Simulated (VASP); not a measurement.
# ScH5 (P-43m) in VASP: notebook

ScH5 is run at these levels: PBE; tasks: single point, relaxation of cell and atoms.

Everything below comes from runs of VASP 6.6.1. Logs are shortened: lines on timing, memory, paths and dates and some standing lists are left out, and cuts for length are marked.

## (1) The cell of the first run

Symmetry: P-43m, No. 215, cubic system. Conventional cell: a = 3.628 Å, b = 3.628 Å, c = 3.628 Å, α = 90.00°, β = 90.00°, γ = 90.00°. Sc (site symmetry -43m) has 4 H at 1.89 Å within 2.5 Å. H (site symmetry 3m) has 1 H at 1.25 Å within 1.7 Å. Within 1.7 Å of H (site symmetry -43m) lie 4 H at 1.25 Å.

## (2) Single point, PBE

Contents of INCAR:

```
PREC = Accurate
ENCUT = 520
EDIFF = 1E-7
ISMEAR = 0
SIGMA = 0.1
LREAL = F
LASPH = T
NELM = 80
ALGO = Normal
ISIF = 2
LWAVE = F
LCHARG = T
GGA = PE
LELF = T
LVHAR = T
NBANDS = 17
```

Contents of KPOINTS:

```
regular mesh
0
Gamma
  4 4 4
```

Contents of POSCAR:

```
ScH5
1.0
    3.6277928818      0.0000000000      0.0000000000
    0.0000000000      3.6277928818      0.0000000000
    0.0000000000      0.0000000000      3.6277928818
Sc H
1 5
Direct
    0.5000000000      0.5000000000      0.5000000000
    0.1988491062      0.1988491062      0.1988491062
    0.8011508938      0.8011508938      0.1988491062
    0.8011508938      0.1988491062      0.8011508938
    0.1988491062      0.8011508938      0.8011508938
    0.0000000000      0.0000000000      0.0000000000
```

Potentials or basis: VASP PAW PBE potentials, release 64 (Sc_sv, H).

Run with:

```bash
$ cat potpaw_PBE.64/Sc_sv/POTCAR potpaw_PBE.64/H/POTCAR > POTCAR
$ mpirun -np 1 vasp_std > vasp.out
```

OUTCAR:

```text
PREC = Accurate
   ENCUT = 520
   EDIFF = 1E-7
   ISMEAR = 0
   LREAL = F
   LASPH = T
   NELM = 80
   ISIF = 2
   GGA = PE

 ion  position               nearest neighbor table
   1  0.500  0.500  0.500-   2 1.89   3 1.89   4 1.89   5 1.89
   2  0.199  0.199  0.199-   1 1.89
   3  0.801  0.801  0.199-   1 1.89
   4  0.801  0.199  0.801-   1 1.89
   5  0.199  0.801  0.801-   1 1.89
   6  0.000  0.000  0.000-

  LATTYP: Found a simple cubic cell.
 ALAT       =     3.6277928818

  Lattice vectors:

 A1 = (   3.6277928818,   0.0000000000,   0.0000000000)
 A2 = (   0.0000000000,   3.6277928818,   0.0000000000)
 A3 = (   0.0000000000,   0.0000000000,   3.6277928818)

Analysis of symmetry for initial positions (statically):
=====================================================================
 Subroutine PRICEL returns:
 Original cell was already a primitive cell.

 Routine SETGRP: Setting up the symmetry group for a
 simple cubic supercell.

 Subroutine GETGRP returns: Found 24 space group operations
 (whereof 24 operations were pure point group operations)
 out of a pool of 48 trial point group operations.

The static configuration has the point symmetry T_d .

Analysis of symmetry for dynamics (positions and initial velocities):
=====================================================================
 Subroutine PRICEL returns:
 Original cell was already a primitive cell.

 Routine SETGRP: Setting up the symmetry group for a
 simple cubic supercell.

 Subroutine GETGRP returns: Found 24 space group operations
 (whereof 24 operations were pure point group operations)
 out of a pool of 48 trial point group operations.

The dynamic configuration has the point symmetry T_d .

 Subroutine INISYM returns: Found 24 space group operations
 (whereof 24 operations are pure point group operations),
 and found     1 'primitive' translations

----------------------------------------------------------------------------------------

                                     Primitive cell

  volume of cell :      47.7450

  direct lattice vectors                    reciprocal lattice vectors
     3.627792882  0.000000000  0.000000000     0.275649695  0.000000000  0.000000000
     0.000000000  3.627792882  0.000000000     0.000000000  0.275649695  0.000000000
     0.000000000  0.000000000  3.627792882     0.000000000  0.000000000  0.275649695

  length of vectors
     3.627792882  3.627792882  3.627792882     0.275649695  0.275649695  0.275649695

  position of ions in fractional coordinates (direct lattice)
     0.500000000  0.500000000  0.500000000
     0.198849106  0.198849106  0.198849106
     0.801150894  0.801150894  0.198849106
     0.801150894  0.198849106  0.801150894
     0.198849106  0.801150894  0.801150894
     0.000000000  0.000000000  0.000000000

  ion indices of the primitive-cell ions
   primitive index   ion index
                 1           1
                 2           2
                 3           3
                 4           4
                 5           5
                 6           6

----------------------------------------------------------------------------------------

 KPOINTS: regular mesh

Automatic generation of k-mesh.
 Grid dimensions read from file:
 generate k-points for:    4    4    4

 Generating k-lattice:

  Cartesian coordinates                     Fractional coordinates (reciprocal lattice)
     0.068912424  0.000000000  0.000000000     0.250000000  0.000000000  0.000000000
     0.000000000  0.068912424  0.000000000     0.000000000  0.250000000  0.000000000
     0.000000000  0.000000000  0.068912424     0.000000000  0.000000000  0.250000000

  Length of vectors
     0.068912424  0.068912424  0.068912424

  Shift w.r.t. Gamma in fractional coordinates (k-lattice)
     0.000000000  0.000000000  0.000000000

 Subroutine IBZKPT returns following result:
 ===========================================

 Found     10 irreducible k-points:

 Following reciprocal coordinates:
            Coordinates               Weight
  0.000000  0.000000  0.000000      1.000000
  0.250000  0.000000  0.000000      6.000000
  0.500000  0.000000  0.000000      3.000000
  0.250000  0.250000  0.000000     12.000000
  0.500000  0.250000  0.000000     12.000000
  0.500000  0.500000  0.000000      3.000000
  0.250000  0.250000  0.250000      8.000000
  0.500000  0.250000  0.250000     12.000000
  0.500000  0.500000  0.250000      6.000000
  0.500000  0.500000  0.500000      1.000000
   k-points           NKPTS =     10   k-points in BZ     NKDIM =     10   number of bands    NBANDS=     17
   number of dos      NEDOS =    301   number of ions     NIONS =      6
   total plane-waves  NPLWV =  21952
   dimension x,y,z NGX =    28 NGY =   28 NGZ =   28
   dimension x,y,z NGXF=    56 NGYF=   56 NGZF=   56
   ions per type =               1   5
   NGX,Y,Z   is equivalent  to a cutoff of  12.83, 12.83, 12.83 a.u.
   NGXF,Y,Z  is equivalent  to a cutoff of  25.66, 25.66, 25.66 a.u.
 SYSTEM =  unknown system
   PREC   = accura    normal or accurate (medium, high low for compatibility)
   ISTART =      0    job   : 0-new  1-cont  2-samecut
   ICHARG =      2    charge: 1-file 2-atom 10-const
   ISPIN  =      1    spin polarized calculation?
   LNONCOLLINEAR =      F non collinear calculations
   LSORBIT =      F    spin-orbit coupling
   LASPH  =      T    aspherical Exc in radial PAW
   ENCUT  =  520.0 eV  38.22 Ry    6.18 a.u.   6.75  6.75  6.75*2*pi/ulx,y,z
   NELM   =     80;   NELMIN=  2; NELMDL= -5     # of ELM steps
   EDIFF  = 0.1E-06   stopping-criterion for ELM
   LREAL  =      F    real-space projection
   EDIFFG = 0.1E-05   stopping-criterion for IOM
   NSW    =      0    number of steps for IOM
   IBRION =     -1    ionic relax: 0-MD 1-quasi-New 2-CG
   NFREE  =      0    steps in history (QN), initial steepest desc. (CG)
   ISIF   =      2    stress and relaxation
   ISYM   =      2    0-nonsym 1-usesym 2-fastsym
   POTIM  = 0.5000    time-step for ionic-motion
   TEBEG  =    0.0;   TEEND  =   0.0 temperature during run
   PSTRESS=    0.0 pullay stress
   NELECT =      16.0000    total number of electrons
   NUPDOWN=      -1.0000    fix difference up-down
   EMIN   =  10.00;   EMAX   =-10.00  energy-range for DOS
   EFERMI =   0.00;   METHOD = LEGACY
   ISMEAR =     0;   SIGMA  =   0.10  broadening in eV -4-tet -1-fermi 0-gaus
   EFERMI_NEDOS =   21; number of points for ismear=-14 and -15
   IALGO  =     38    algorithm
   IMIX   =      4    mixing-type and parameters
     AMIX     =   0.40;   BMIX     =  1.00
     AMIX_MAG =   1.60;   BMIX_MAG =  1.00
  volume/ion in A,a.u.               =       7.96        53.70
  Fermi-wavevector in a.u.,A,eV,Ry     =   1.137118  2.148842 17.592852  1.293038
  Thomas-Fermi vector in A             =   2.273823
   LORBIT       =      0    0 simple, 1 ext, 2 COOP (PROOUT), +10 PAW based schemes
   GGA     = PE    functional components
   LHFCALC =     F    Hartree Fock is set to
   AEXX    =    0.0000 exact exchange contribution
   IVDW    =     0    specifies the selected vdW correction
   LEPSILON=     F    determine dielectric tensor
   LRPA    =     F    only Hartree local field effects (RPA)
 non-spin polarized calculation
 Gauss-broadening in eV      SIGMA  =   0.10
  energy-cutoff  :      520.00
  volume of cell :       47.74
 maximum number of plane-waves:      1328
 NGX is ok and might be reduce to    28
   NGX = 13   NGY = 13   NGZ = 13

 number of electron      15.9999996 magnetization

 Free energy of the ion-electron system (eV)
  ---------------------------------------------------
  ext. energy  EPLUGINS =         0.00000000
  ---------------------------------------------------
  free energy    TOTEN  =       -21.04587406 eV

  energy without entropy =      -21.04587406  energy(sigma->0) =      -21.04587406

 E-fermi :   1.1780     XC(G=0):  -9.2088

 val. band max:        0.7297560563   @ k =   0.0000   0.0000   0.0000
 cond. band min:       1.8825521355   @ k =   0.0000   0.0000   0.0000
 fundamental gap:      1.1527960792
 Fermi energy:         1.1779560257

 k-point     1 :       0.0000    0.0000    0.0000
  band No.  band energies     occupation
      1     -48.3282      2.00000
      2     -26.9161      2.00000
      3     -26.9161      2.00000
      4     -26.9161      2.00000
      5      -8.0690      2.00000
      6       0.7298      2.00000
[... 9 lines left out ...]
     16      11.3721      0.00000
     17      16.7437      0.00000

 k-point     2 :       0.2500    0.0000    0.0000
  band No.  band energies     occupation
      1     -48.3258      2.00000
      2     -26.9533      2.00000
      3     -26.9125      2.00000
      4     -26.9125      2.00000
      5      -7.5531      2.00000
      6      -1.4411      2.00000
[... 9 lines left out ...]
     16      12.0721      0.00000
     17      13.4833      0.00000

 k-point     3 :       0.5000    0.0000    0.0000
  band No.  band energies     occupation
      1     -48.3233      2.00000
      2     -26.9903      2.00000
      3     -26.9090      2.00000
      4     -26.9090      2.00000
      5      -6.7955      2.00000
      6      -3.1154      2.00000
[... 9 lines left out ...]
     16      11.7283      0.00000
     17      11.7345      0.00000

 k-point     4 :       0.2500    0.2500    0.0000
  band No.  band energies     occupation
      1     -48.3233      2.00000
      2     -26.9499      2.00000
      3     -26.9480      2.00000
      4     -26.9091      2.00000
      5      -7.1289      2.00000
      6      -1.4616      2.00000
[... 9 lines left out ...]
     16      11.0179      0.00000
     17      12.0584      0.00000
[... 63 lines left out ...]
      1     -48.3184      2.00000
      2     -26.9802      2.00000
      3     -26.9414      2.00000
      4     -26.9399      2.00000
      5      -6.2499      2.00000
      6      -2.0685      2.00000
[... 9 lines left out ...]
     16       9.7808      0.00000
     17      12.1819      0.00000

 k-point     9 :       0.5000    0.5000    0.2500
  band No.  band energies     occupation
      1     -48.3160      2.00000
      2     -26.9754      2.00000
      3     -26.9754      2.00000
      4     -26.9367      2.00000
      5      -5.8633      2.00000
      6      -1.5590      2.00000
[... 9 lines left out ...]
     16       9.1920      0.00000
     17       9.3415      0.00000

 k-point    10 :       0.5000    0.5000    0.5000
  band No.  band energies     occupation
      1     -48.3136      2.00000
      2     -26.9709      2.00000
      3     -26.9709      2.00000
      4     -26.9709      2.00000
      5      -5.3033      2.00000
      6      -1.6711      2.00000
[... 9 lines left out ...]
     16       7.6728      0.00000
     17       7.6728      0.00000

------------------------ aborting loop because EDIFF is reached ----------------------------------------

  FORCE on cell =-STRESS in cart. coord.  units (eV):
  Direction    XX          YY          ZZ          XY          YZ          ZX
  --------------------------------------------------------------------------------------
  -------------------------------------------------------------------------------------
  Total        0.0306413      0.0306413      0.0306413      0.0000000      0.0000000     -0.0000000
  in kB        1.0282291      1.0282291      1.0282291      0.0000000      0.0000000     -0.0000000
  external PRESSURE =       1.0282291 kB  Pullay stress =       0.0000000 kB

 VOLUME and BASIS-vectors are now :
 -----------------------------------------------------------------------------
  energy-cutoff  :      520.00
  volume of cell :       47.74
      direct lattice vectors                 reciprocal lattice vectors
     3.627792882  0.000000000  0.000000000     0.275649695  0.000000000  0.000000000
     0.000000000  3.627792882  0.000000000     0.000000000  0.275649695  0.000000000
     0.000000000  0.000000000  3.627792882     0.000000000  0.000000000  0.275649695

 POSITION                                       TOTAL-FORCE (eV/Angst)
 -----------------------------------------------------------------------------------
      1.81390      1.81390      1.81390        -0.000000     -0.000000     -0.000000
      0.72138      0.72138      0.72138        -0.019046     -0.019046     -0.019046
      2.90641      2.90641      0.72138         0.019046      0.019046     -0.019046
      2.90641      0.72138      2.90641         0.019046     -0.019046      0.019046
      0.72138      2.90641      2.90641        -0.019046      0.019046      0.019046
      0.00000      0.00000      0.00000        -0.000000     -0.000000     -0.000000
 -----------------------------------------------------------------------------------
    total drift:                               -0.000000     -0.000000      0.000000

  FREE ENERGIE OF THE ION-ELECTRON SYSTEM (eV)
  ---------------------------------------------------
  free  energy   TOTEN  =       -21.0458740644 eV

  energy  without entropy=      -21.0458740644  energy(sigma->0) =      -21.04587406
```

Run time: 22 s. Hardware: 1 thread of Intel Xeon 6975P-C, shared host; peak memory 0.15 GiB.

What came out:

```
Free energy            : -21.0459 eV
Pressure               : 0.1 GPa
Largest force          : 0.033 eV/Å
Band gap on the k mesh : 1.15 eV, direct
```

Forces on the atoms (eV/Å):
```
Sc   0.000  0.000  0.000
H   -0.019 -0.019 -0.019
H    0.019  0.019 -0.019
H    0.019 -0.019  0.019
H   -0.019  0.019  0.019
H    0.000  0.000  0.000
```

Caveat: the k points lie up to 0.43 Å⁻¹ apart. PBE gaps usually lie below the measured ones, often by a third to a half.

## (3) Single point, PBE

This run uses another cell than the first one, of 8.85 Å³/atom, 1.112 times its volume.

Contents of INCAR:

```
  ALGO = Normal
  EDIFF = 1E-7
  ENCUT = 520
  GGA = PE
  ISIF = 2
  ISMEAR = 0
  LASPH = T
  LCHARG = T
  LELF = T
  LREAL = F
  LVHAR = T
  LWAVE = F
  NBANDS = 17
  NELM = 60
  PREC = Accurate
  SIGMA = 0.1
```

Contents of KPOINTS:

```
k-points
0
Gamma
  4 4 4
```

Contents of POSCAR:

```
ScH5
1.0
    3.7583290900      0.0000000000      0.0000000000
    0.0000000000      3.7583290900      0.0000000000
    0.0000000000      0.0000000000      3.7583290900
Sc H
1 5
Direct
    0.5000000000      0.5000000000      0.5000000000
    0.2685177900      0.2685177900      0.2685177900
    0.7314822100      0.7314822100      0.2685177900
    0.7314822100      0.2685177900      0.7314822100
    0.2685177900      0.7314822100      0.7314822100
    0.0000000000      0.0000000000      0.0000000000
```

Potentials or basis: VASP PAW PBE potentials, release 64 (Sc_sv, H).

Run with:

```bash
$ cat potpaw_PBE.64/Sc_sv/POTCAR potpaw_PBE.64/H/POTCAR > POTCAR
$ mpirun -np 1 vasp_std > vasp.out
```

Run time: 20 s. Hardware: 1 thread of Intel Xeon 6975P-C, shared host; peak memory 0.15 GiB.

Results (log left out):

```yaml
Free_energy: -16.4032 eV
Pressure: 24.0 GPa
Largest_force: 6.202 eV/Å
Band_gap_on_the_k_mesh: 2.26 eV, indirect (least direct gap 2.53 eV)
```

Forces on the atoms (eV/Å):
```
Sc   0.000  0.000  0.000
H   -3.581 -3.581 -3.581
H    3.581  3.581 -3.581
H    3.581 -3.581  3.581
H   -3.581  3.581  3.581
H    0.000  0.000  0.000
```

Levels at points of the mesh, in eV from the valence-band top:
```tsv
k point	band 4	band 5	band 6	band 7	band 8	band 9	band 10	band 11	band 12	band 13
(0.00, 0.00, 0.00)	-25.70	-5.92	0.00	0.00	0.00	2.59	2.69	2.69	6.36	6.36
(0.50, 0.00, 0.00)	-25.70	-4.06	-2.97	-0.38	-0.38	2.26	3.07	4.97	5.66	7.72
(0.50, 0.50, 0.00)	-25.69	-3.59	-1.39	-1.39	-0.95	2.48	3.82	3.82	4.41	5.39
(0.50, 0.50, 0.50)	-25.75	-2.15	-1.68	-1.68	-1.68	3.15	4.69	4.69	4.69	5.44
```

Caveat: forces of over 1 eV/Å act on the atoms, so gaps and moduli don't describe the material at rest. Expect the measured gap to be larger: semilocal functionals such as PBE lack the derivative discontinuity.

(Continued in part 2 of 2.)
